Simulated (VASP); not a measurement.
Wanted: the native input for a VASP 6.6.1 run.

```yaml
Task: single point
Functional: r2SCAN
Potentials_or_basis: VASP PAW PBE potentials, release 64 (Mo_sv)
Cutoff: 520 eV
k_mesh: 26 × 26 × 26
Occupations: gaussian, width 0.15 eV
Spin: no spin polarisation
Dipole_correction: no
Further_INCAR_settings: ALGO = Normal; EDIFF = 1e-07; NBANDS = 13
```

Crystal: Mo.

```xyz
1
Lattice="-1.5752 1.5280 1.5752 1.5752 -1.5280 1.5752 1.5752 1.5280 -1.5752" Properties=species:S:1:pos:R:3 pbc="T T T"
Mo    0.0000    0.0000    0.0000
```

This cell differs from its parent crystal: strain -0.0300 x Voigt [0, 1, 0, 0, 0, 0].

These files were run (other wordings do the same):

POSCAR

```
Mo
1.0
   -1.5752131668      1.5279567718      1.5752131668
    1.5752131668     -1.5279567718      1.5752131668
    1.5752131668      1.5279567718     -1.5752131668
Mo
1
Direct
    0.0000000000      0.0000000000      0.0000000000
```

INCAR.step1

```
SYSTEM = Mo
PREC = Accurate
ENCUT = 520
ISMEAR = 0
SIGMA = 0.15
LREAL = .FALSE.
LASPH = .TRUE.
NELM = 80
NBANDS = 13
GGA = PE
ALGO = Normal
EDIFF = 1E-4
LWAVE = .TRUE.
LCHARG = .FALSE.
```

INCAR.step2

```
SYSTEM = Mo
PREC = Accurate
ENCUT = 520
EDIFF = 1E-7
ISMEAR = 0
SIGMA = 0.15
LREAL = .FALSE.
LASPH = .TRUE.
NELM = 80
ALGO = Normal
ISIF = 2
LWAVE = .FALSE.
LCHARG = .FALSE.
METAGGA = R2SCAN
LMIXTAU = .TRUE.
NBANDS = 13
ISTART = 1
```

KPOINTS

```
Automatic mesh
0
G
  26 26 26
  0 0 0
```

Potentials or basis: VASP PAW PBE potentials, release 64 (Mo_sv).

Launch:

```bash
$ cat potpaw_PBE.64/Mo_sv/POTCAR > POTCAR
$ cp INCAR.step1 INCAR
$ mpirun -np 1 vasp_std > vasp.out
$ cp INCAR.step2 INCAR
$ mpirun -np 1 vasp_std > vasp.out
```

It gave:

```
Pressure               : 10.4 GPa
Band gap on the k mesh : zero (bands 7 and 8 overlap by 5.72 eV)
```

Caveat: the cell differs from its parent crystal (strain -0.0300 x Voigt [0, 1, 0, 0, 0, 0]); the stress differs along the axes, from 7 to 18 GPa; the PAW data sets were made with another functional, which shifts forces and pressure a little.

Wall time 24 min on 1 thread of Oxide Virtual Turin-like Processor (shared host), peak memory 0.3 GiB.
